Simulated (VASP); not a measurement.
The system is Fe.

```xyz
1
Lattice="-1.4430 1.4430 1.4430 1.4430 -1.4430 1.4430 1.4430 1.4430 -1.4430" Properties=species:S:1:pos:R:3 pbc="T T T"
Fe    0.0000    0.0000    0.0000
```

- Program: VASP 6.6.1
- Task: relaxation of cell and atoms
- Functional: PBEsol
- Potentials or basis: VASP PAW PBE potentials, release 64 (Fe)
- Cutoff: 600 eV
- k mesh: 10 × 10 × 10
- Occupations: gaussian, width 0.1 eV
- Spin: collinear spin, ferromagnetic start
- Starting moments: [2.65] μB

At the start: pressure -19.6 GPa; volume 12.02 Å³/atom.

**Question.** How do energy, volume and symmetry change on relaxing?

**Answer.** Over 3 steps the energy falls by 82.6 meV/atom and the volume is 10.84 Å³/atom (-9.8 %); space group Im-3m (No. 229, to 0.05 Å); moment 2.13 μB per cell.

The path:
```csv
step,energy change (eV),largest force (eV/Å),pressure (GPa),volume (Å³)
1,0.0000,0.0000,-19.64,12.02
2,0.0318,0.0000,33.88,9.63
3,-0.0826,0.0000,-0.05,10.84
```

Final structure:
```xyz
1
Lattice="-1.3941 1.3941 1.3941 1.3941 -1.3941 1.3941 1.3941 1.3941 -1.3941" Properties=species:S:1:pos:R:3 pbc="T T T"
Fe    0.0000    0.0000    0.0000
```

Caveat: the PAW data sets were made with another functional, which shifts forces and pressure a little.
